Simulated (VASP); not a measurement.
# Rh (Fm-3m) in VASP: further runs, part 2 of 2

VASP 6.6.1.

### 4 Relaxation of cell and atoms, r2SCAN

This run uses another cell than the first one, of 13.75 Å³/atom.

The input, POSCAR:

```
Rh
1.0
    0.0000000000      1.9015500000      1.9015500000
    1.9015500000      0.0000000000      1.9015500000
    1.9015500000      1.9015500000      0.0000000000
Rh
1
Direct
    0.0000000000      0.0000000000      0.0000000000
```

The input, INCAR.step1:

```
SYSTEM = Rh
PREC = Accurate
ENCUT = 600
ISMEAR = 0
SIGMA = 0.1
LREAL = .False.
LASPH = .True.
NELM = 80
GGA = PE
ALGO = Normal
EDIFF = 1E-4
LWAVE = .True.
LCHARG = .False.
```

The input, INCAR.step2:

```
SYSTEM = Rh
PREC = Accurate
ENCUT = 600
EDIFF = 1E-6
ISMEAR = 0
SIGMA = 0.1
LREAL = .False.
LASPH = .True.
NELM = 80
ALGO = Normal
ISIF = 3
LWAVE = .False.
LCHARG = .False.
METAGGA = R2SCAN
LMIXTAU = .True.
IBRION = 2
NSW = 100
EDIFFG = -0.005
ISTART = 1
```

The input, KPOINTS:

```
Automatic mesh
0
Gamma
  18 18 18
  0 0 0
```

Potentials or basis: VASP PAW PBE potentials, release 64 (Rh_pv).

Started as:

```console
$ cat potpaw_PBE.64/Rh_pv/POTCAR > POTCAR
$ cp INCAR.step1 INCAR
$ mpirun -np 1 vasp_std > vasp.out
$ cp INCAR.step2 INCAR
$ mpirun -np 1 vasp_std > vasp.out
```

OUTCAR:

```text
SYSTEM = Rh
   PREC = Accurate
   ENCUT = 600
   EDIFF = 1E-6
   ISMEAR = 0
   LREAL = .False.
   LASPH = .True.
   NELM = 80
   ISIF = 3
   METAGGA = R2SCAN
   IBRION = 2
   NSW = 100
   EDIFFG = -0.005
   ISTART = 1

 ion  position               nearest neighbor table
   1  0.000  0.000  0.000-

  LATTYP: Found a face centered cubic cell.
 ALAT       =     3.8031000000

  Lattice vectors:

 A1 = (   0.0000000000,   1.9015500000,   1.9015500000)
 A2 = (   1.9015500000,   0.0000000000,   1.9015500000)
 A3 = (   1.9015500000,   1.9015500000,   0.0000000000)

Analysis of symmetry for initial positions (statically):
=====================================================================
 Subroutine PRICEL returns:
 Original cell was already a primitive cell.

 Routine SETGRP: Setting up the symmetry group for a
 face centered cubic supercell.

 Subroutine GETGRP returns: Found 48 space group operations
 (whereof 48 operations were pure point group operations)
 out of a pool of 48 trial point group operations.

The static configuration has the point symmetry O_h .

Analysis of symmetry for dynamics (positions and initial velocities):
=====================================================================
 Subroutine PRICEL returns:
 Original cell was already a primitive cell.

 Routine SETGRP: Setting up the symmetry group for a
 face centered cubic supercell.

 Subroutine GETGRP returns: Found 48 space group operations
 (whereof 48 operations were pure point group operations)
 out of a pool of 48 trial point group operations.

The dynamic configuration has the point symmetry O_h .

 Subroutine INISYM returns: Found 48 space group operations
 (whereof 48 operations are pure point group operations),
 and found     1 'primitive' translations

[... 129 lines left out ...]
 NGX is ok and might be reduce to    24
   NGX = 11   NGY = 11   NGZ = 11

--------------------------------------- Ionic step        1  -------------------------------------------

 number of electron      15.0000002 magnetization

 Free energy of the ion-electron system (eV)
  ---------------------------------------------------
  ext. energy  EPLUGINS =         0.00000000
  ---------------------------------------------------
  free energy    TOTEN  =       -24.13915805 eV

  energy without entropy =      -24.13235037  energy(sigma->0) =      -24.13575421

------------------------ aborting loop because EDIFF is reached ----------------------------------------

  FORCE on cell =-STRESS in cart. coord.  units (eV):
  Direction    XX          YY          ZZ          XY          YZ          ZX
  --------------------------------------------------------------------------------------
  -------------------------------------------------------------------------------------
  Total        0.0322771      0.0322771      0.0322771      0.0000000     -0.0000000      0.0000000
  in kB        3.7605534      3.7605534      3.7605534      0.0000000     -0.0000000      0.0000000
  external PRESSURE =       3.7605534 kB  Pullay stress =       0.0000000 kB
[... 57 lines left out ...]
--------------------------------------- Ionic step        3  -------------------------------------------

 number of electron      15.0000002 magnetization

 Free energy of the ion-electron system (eV)
  ---------------------------------------------------
  ext. energy  EPLUGINS =         0.00000000
  ---------------------------------------------------
  free energy    TOTEN  =       -24.13918265 eV

  energy without entropy =      -24.13235598  energy(sigma->0) =      -24.13576931

 E-fermi :  11.7064     XC(G=0): -15.1943

 val. band max:       11.7059314865   @ k =   0.5000   0.2222   0.1111
 cond. band min:      11.7197891027   @ k =   0.5000   0.3889   0.0000
 fundamental gap:      0.0138576162
 Fermi energy:        11.7064328820

 k-point     1 :       0.0000    0.0000    0.0000
  band No.  band energies     occupation
      1     -36.0886      2.00000
      2     -36.0886      2.00000
      3     -36.0886      2.00000
      4       3.5338      2.00000
      5       8.5350      2.00000
      6       8.5350      2.00000
      7       8.5350      2.00000
      8      10.6287      2.00000
      9      10.6287      2.00000
     10      28.4181      0.00000
     11      29.0789      0.00000
[... 309 lines left out ...]
 k-point    24 :      -0.2222    0.0556    0.0000
  band No.  band energies     occupation
      1     -36.4666      2.00000
      2     -36.1656      2.00000
      3     -36.1316      2.00000
      4       5.4227      2.00000
      5       8.1993      2.00000
      6       8.9263      2.00000
      7       8.9786      2.00000
      8      10.4532      2.00000
      9      11.1612      2.00000
     10      27.9202      0.00000
     11      29.0797      0.00000

 [... further k-points ...]

------------------------ aborting loop because EDIFF is reached ----------------------------------------

  FORCE on cell =-STRESS in cart. coord.  units (eV):
  Direction    XX          YY          ZZ          XY          YZ          ZX
  --------------------------------------------------------------------------------------
  -------------------------------------------------------------------------------------
  Total        0.0022248      0.0022248      0.0022248      0.0000000      0.0000000      0.0000000
  in kB        0.2588232      0.2588232      0.2588232      0.0000000      0.0000000      0.0000000
  external PRESSURE =       0.2588232 kB  Pullay stress =       0.0000000 kB
[... 16 lines left out ...]
  FREE ENERGIE OF THE ION-ELECTRON SYSTEM (eV)
  ---------------------------------------------------
  free  energy   TOTEN  =       -24.1391826464 eV

  energy  without entropy=      -24.1323559766  energy(sigma->0) =      -24.13576931

 reached required accuracy - stopping structural energy minimisation
```

OUTCAR.step1:

```text
SYSTEM = Rh
   PREC = Accurate
   ENCUT = 600
   ISMEAR = 0
   LREAL = .False.
   LASPH = .True.
   NELM = 80
[... 553 lines left out ...]
 -----------------------------------------------------------------------------------
      0.00000      0.00000      0.00000        -0.000000      0.000000     -0.000000
 -----------------------------------------------------------------------------------
    total drift:                               -0.000000      0.000000      0.000000

  FREE ENERGIE OF THE ION-ELECTRON SYSTEM (eV)
  ---------------------------------------------------
  free  energy   TOTEN  =        -7.2564851644 eV

  energy  without entropy=       -7.2495850807  energy(sigma->0) =       -7.25303512
```

Wall time 6.2 min (1 thread of Intel Xeon 8259CL, shared host); peak memory 0.17 GiB.

What came out:

- Free energy: -24.1392 eV
- Relaxed volume: 13.77 Å³/atom
- Relaxed cell: a = 2.691 Å, b = 2.691 Å, c = 2.691 Å, α = 60.00°, β = 60.00°, γ = 60.00°
- Space group after relaxing (to 0.1 Å): Fm-3m (No. 225)
- Energy gained by relaxing: 0.0 meV/atom
- Ionic steps: 3
- Pressure after relaxing: 0.0 GPa
- Band gap on the k mesh: zero (an odd number of electrons rules out a gap without spin polarisation)

Final structure:
```
Rh
1.0
     0.00000    1.90250    1.90250
     1.90250    0.00000    1.90250
     1.90250    1.90250    0.00000
Rh
1
Direct
  0.00000 0.00000 0.00000
```

Levels at points of the mesh, in eV from the Fermi level:
```
           k point  band 5  band 6  band 7  band 8  band 9  band 10
(0.00, 0.00, 0.00)   -3.17   -3.17   -3.17   -1.08   -1.08    16.71
(0.50, 0.00, 0.00)   -3.28   -3.28    0.58    0.58    0.90     9.06
(0.50, 0.50, 0.00)   -6.17    0.50    1.04    1.04    3.47    12.85
```

Caveat: the PAW data sets were made with another functional, which shifts forces and pressure a little.

### 5 The runs side by side

```tsv
task	cell	k mesh	cutoff (eV)	smearing	gap on the mesh (eV)	pressure (GPa)
single point	a = 2.687 Å, angles 60.0°, 1 atom	28 × 28 × 28	520	gaussian 0.15 eV	none	1.3
single point	a = 2.687 Å, angles 60.0°, 1 atom	30 × 30 × 30	520	gaussian 0.15 eV	none	1.3
relaxation of cell and atoms	relaxed from a = 2.689 Å, angles 60.0°, 1 atom	18 × 18 × 18	600	gaussian 0.1 eV	none	0.0
```

Alike in all rows: level r2SCAN; potentials or basis VASP PAW PBE potentials, release 64 (Rh_pv); no spin polarisation.

Caveats: the PAW data sets were made with another functional, which shifts forces and pressure a little.

Absolute energies hang on the potentials; compare differences alone.
